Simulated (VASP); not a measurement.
# TiC (Immm) in VASP: a series of runs, part 2 of 2

VASP 6.6.1.

**3. Single point, r2SCAN (strain +0.1312 x Voigt [0, 0, 0, 0, 0, 1])**

POSCAR reads:

```
TiC
1.0
    0.1419584000      2.1640000000      2.1640000000
    2.1640000000      0.1419584000      2.1640000000
    2.3059584000      2.3059584000      0.0000000000
Ti C
1 1
Direct
    0.0000000000      0.0000000000      0.0000000000
    0.5000000000      0.5000000000      0.5000000000
```

INCAR.step1 reads:

```
ALGO = Normal
EDIFF = 1E-4
ENCUT = 520
GGA = PE
ISMEAR = 0
LASPH = True
LCHARG = False
LREAL = False
LWAVE = True
NBANDS = 15
NELM = 80
PREC = Accurate
SIGMA = 0.15
```

INCAR.step2 reads:

```
ALGO = Normal
EDIFF = 1E-6
ENCUT = 520
ISIF = 2
ISMEAR = 0
ISTART = 1
LASPH = True
LCHARG = True
LELF = True
LMIXTAU = True
LREAL = False
LVHAR = True
LWAVE = False
METAGGA = R2SCAN
NBANDS = 15
NELM = 80
PREC = Accurate
SIGMA = 0.15
```

KPOINTS reads:

```
k-points
0
Gamma
  18 18 18
```

Potentials or basis: VASP PAW PBE potentials, release 64 (Ti_sv, C).

Started as:

```bash
$ cat potpaw_PBE.64/Ti_sv/POTCAR potpaw_PBE.64/C/POTCAR > POTCAR
$ cp INCAR.step1 INCAR
$ mpirun -np 1 vasp_std > vasp.out
$ cp INCAR.step2 INCAR
$ mpirun -np 1 vasp_std > vasp.out
```

OUTCAR:

```text
EDIFF = 1E-6
   ENCUT = 520
   ISIF = 2
   ISMEAR = 0
   ISTART = 1
   LASPH = True
   LREAL = False
   METAGGA = R2SCAN
   NELM = 80
   PREC = Accurate

 ion  position               nearest neighbor table
   1  0.000  0.000  0.000-   2 2.16   2 2.16   2 2.17   2 2.17   2 2.17   2 2.17
   2  0.500  0.500  0.500-   1 2.16   1 2.16   1 2.17   1 2.17   1 2.17   1 2.17

  LATTYP: Found a body centered orthorhombic cell.
 ALAT       =     2.8595986544
 B/A-ratio  =     1.1404109589
 C/A-ratio  =     1.5134991036

  Lattice vectors:

[... 611 lines left out ...]
     11      12.5972      0.00000
     12      15.0880      0.00000
     13      16.2490      0.00000
     14      21.5410      0.00000
     15      24.9424      0.00000

 [... further k-points ...]
[... 5 lines left out ...]
  --------------------------------------------------------------------------------------
  -------------------------------------------------------------------------------------
  Total        0.3513470      0.3513470      0.1139921     -3.0497284      0.0000000      0.0000000
  in kB       27.8944683     27.8944683      9.0501692   -242.1268449      0.0000000      0.0000000
  external PRESSURE =      21.6130352 kB  Pullay stress =       0.0000000 kB

 VOLUME and BASIS-vectors are now :
 -----------------------------------------------------------------------------
  energy-cutoff  :      520.00
  volume of cell :       20.18
      direct lattice vectors                 reciprocal lattice vectors
     0.141958400  2.164000000  2.164000000    -0.247274834  0.247274834  0.231053604
     2.164000000  0.141958400  2.164000000     0.247274834 -0.247274834  0.231053604
     2.305958400  2.305958400  0.000000000     0.216829584  0.216829584 -0.231053604

 POSITION                                       TOTAL-FORCE (eV/Angst)
 -----------------------------------------------------------------------------------
      0.00000      0.00000      0.00000         0.000000     -0.000000      0.000000
      2.30596      2.30596      2.16400         0.000000      0.000000      0.000000
 -----------------------------------------------------------------------------------
    total drift:                                0.000000     -0.000000     -0.000000

  FREE ENERGIE OF THE ION-ELECTRON SYSTEM (eV)
  ---------------------------------------------------
  free  energy   TOTEN  =       -24.6662421677 eV

  energy  without entropy=      -24.6632837521  energy(sigma->0) =      -24.66476296
```

OSZICAR.step1:

```text
N       E                     dE             d eps       ncg     rms          rms(c)
DAV:   1     0.117993708490E+03    0.11799E+03   -0.79634E+03 26024   0.128E+03
DAV:   2    -0.164092452739E+02   -0.13440E+03   -0.12579E+03 27630   0.335E+02
DAV:   3    -0.238343987092E+02   -0.74252E+01   -0.72960E+01 34732   0.772E+01
DAV:   4    -0.240592625536E+02   -0.22486E+00   -0.22465E+00 31821   0.125E+01
DAV:   5    -0.240652713963E+02   -0.60088E-02   -0.60079E-02 34112   0.181E+00    0.183E+01
DAV:   6    -0.192813307859E+02    0.47839E+01   -0.11464E+01 37337   0.565E+01    0.731E+00
DAV:   7    -0.185620299596E+02    0.71930E+00   -0.21051E+00 31282   0.217E+01    0.502E+00
DAV:   8    -0.185378428549E+02    0.24187E-01   -0.11978E-01 29186   0.363E+00    0.342E+00
DAV:   9    -0.185295187895E+02    0.83241E-02   -0.10096E-01 37505   0.427E+00    0.745E-01
DAV:  10    -0.185284954858E+02    0.10233E-02   -0.91245E-03 31905   0.122E+00    0.645E-01
DAV:  11    -0.185263046697E+02    0.21908E-02   -0.33384E-03 30473   0.909E-01    0.162E-01
DAV:  12    -0.185261902310E+02    0.11444E-03   -0.27429E-04 33236   0.238E-01    0.374E-02
DAV:  13    -0.185261787849E+02    0.11446E-04   -0.34576E-05 14292   0.796E-02
   1 F= -.18526179E+02 E0= -.18524449E+02  d E =-.346043E-02
```

It took 19 min on 1 thread of Oxide Virtual Turin-like, shared host; peak memory 0.33 GiB.

What came out:

| Quantity | Value |
| --- | --- |
| Free energy | -24.6662 eV |
| Pressure | 2.2 GPa |
| Band gap on the k mesh | zero (bands 8 and 9 overlap by 1.44 eV) |

Levels at points of the mesh, in eV from the Fermi level:
| k point | band 6 | band 7 | band 8 | band 9 | band 10 | band 11 |
| --- | --- | --- | --- | --- | --- | --- |
| (0.00, 0.00, 0.00) | 0.17 | 0.48 | 1.03 | 1.45 | 1.45 | 1.78 |
| (0.50, 0.00, 0.00) | -6.20 | -4.01 | -3.14 | 2.95 | 3.19 | 4.84 |
| (0.50, 0.50, 0.00) | -3.82 | -1.66 | -1.14 | 0.82 | 2.77 | 3.72 |
| (0.00, 0.00, 0.50) | -6.26 | -3.31 | -2.19 | 2.28 | 3.27 | 4.20 |
| (0.50, 0.00, 0.50) | -3.82 | -1.63 | -0.26 | -0.20 | 2.53 | 3.65 |

Caveat: the cell differs from its parent crystal (strain +0.1312 x Voigt [0, 0, 0, 0, 0, 1]); the PAW data sets were made with another functional, which shifts forces and pressure a little.

**4. Single point, r2SCAN (strain +0.1125 x Voigt [0, 0, 0, 0, 0, 1])**

POSCAR reads:

```
TiC
1.0
    0.1217250000      2.1640000000      2.1640000000
    2.1640000000      0.1217250000      2.1640000000
    2.2857250000      2.2857250000      0.0000000000
Ti C
1 1
Direct
    0.0000000000      0.0000000000      0.0000000000
    0.5000000000      0.5000000000      0.5000000000
```

INCAR.step1 reads:

```
SYSTEM = TiC
ALGO = Normal
EDIFF = 1E-4
ENCUT = 520
GGA = PE
ISMEAR = 0
LASPH = .TRUE.
LCHARG = .FALSE.
LREAL = .FALSE.
LWAVE = .TRUE.
NBANDS = 15
NELM = 60
PREC = Accurate
SIGMA = 0.15
```

INCAR.step2 reads:

```
SYSTEM = TiC
ALGO = Normal
EDIFF = 1E-6
ENCUT = 520
ISIF = 2
ISMEAR = 0
ISTART = 1
LASPH = .TRUE.
LCHARG = .TRUE.
LELF = .TRUE.
LMIXTAU = .TRUE.
LREAL = .FALSE.
LVHAR = .TRUE.
LWAVE = .FALSE.
METAGGA = R2SCAN
NBANDS = 15
NELM = 60
PREC = Accurate
SIGMA = 0.15
```

KPOINTS reads:

```
k-points
0
G
  18 18 18
  0 0 0
```

Started as:

```bash
$ cat potpaw_PBE.64/Ti_sv/POTCAR potpaw_PBE.64/C/POTCAR > POTCAR
$ cp INCAR.step1 INCAR
$ mpirun -np 1 vasp_std > vasp.out
$ cp INCAR.step2 INCAR
$ mpirun -np 1 vasp_std > vasp.out
```

It took 19 min on 1 thread of Oxide Virtual Turin-like, shared host; peak memory 0.33 GiB.

Results (log left out):

```
Free energy            : -24.7200 eV
Pressure               : 1.8 GPa
Band gap on the k mesh : zero (bands 8 and 9 overlap by 1.53 eV)
```

Stress tensor (GPa, compression positive):
```
  2.24 -20.90   0.00
-20.90   2.24   0.00
  0.00   0.00   0.99
```

Levels at points of the mesh, in eV from the Fermi level:
```
           k point  band 5  band 6  band 7  band 8  band 9  band 10  band 11  band 12
(0.00, 0.00, 0.00)  -13.34    0.26    0.56    1.12    1.36     1.50     1.76     1.76
(0.50, 0.00, 0.00)   -9.47   -6.18   -3.90   -3.14    2.97     3.22     4.75     8.18
(0.50, 0.50, 0.00)  -11.09   -3.79   -1.63   -1.00    0.67     2.75     3.72     3.75
(0.00, 0.00, 0.50)  -10.09   -6.23   -3.29   -2.34    2.43     3.25     4.22     8.11
(0.50, 0.00, 0.50)  -10.98   -3.79   -1.61   -0.24   -0.20     2.58     3.68     3.74
```

Caveat: the cell differs from its parent crystal (strain +0.1125 x Voigt [0, 0, 0, 0, 0, 1]); the PAW data sets were made with another functional, which shifts forces and pressure a little.

**5. Summary**

```csv
cell,gap on the mesh (eV),pressure (GPa)
"a = 3.065, b = 3.065, c = 2.831 Å, angles 62.5, 62.5, 64.9°, 2 atoms",none,2.6
"a = 3.064, b = 3.064, c = 3.261 Å, angles 57.8, 57.8, 55.6°, 2 atoms",none,2.2
"a = 3.063, b = 3.063, c = 3.233 Å, angles 58.1, 58.1, 56.3°, 2 atoms",none,1.8
```

Alike in all rows: task single point; level r2SCAN; potentials or basis VASP PAW PBE potentials, release 64 (Ti_sv, C); no spin polarisation; k mesh 18 × 18 × 18; cutoff (eV) 520; smearing gaussian 0.15 eV.

Caveats: the PAW data sets were made with another functional, which shifts forces and pressure a little.

Total energies depend on the potentials used, so only differences within one code and one set of settings carry meaning.
